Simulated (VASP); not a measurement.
Crystal: AlNi.

```
CELL_PARAMETERS angstrom
1.93869 -1.95319 0.00000
1.93869 1.95319 0.00000
0.00000 0.00000 3.09943
ATOMIC_POSITIONS crystal
Ni 0.50000 0.50000 0.50000
Al 0.00000 0.00000 0.00000
```

Base run:

```yaml
Program: VASP 6.6.1
Functional: PBEsol
Potentials_or_basis: VASP PAW PBE potentials, release 64 (Ni, Al)
Cutoff: 520 eV
k_mesh: 8 × 8 × 7
Occupations: fermi-dirac, width 0.05 eV
Spin: collinear spin, ferromagnetic start
Starting_moments: "[1.5, 0.0] μB"
Fixed_moment: 1.5 μB
```

Its results: pressure 11.5 GPa; site moments Ni +1.06; Al +0.10 μB.

Task: The run is repeated on the same cell with these changes: fixed moment from 1.5 μB to 1 μB; moments at the start from [1.5, 0.0] to [1.0, 0.0]. What comes out?

Result: Pressure 4.6 GPa; site moments Ni +0.73; Al +0.07 μB.

Caveats: the cell stands under pressure; the PAW data sets were made with another functional, which shifts forces and pressure a little; the total moment is fixed, so each spin has its own Fermi level.
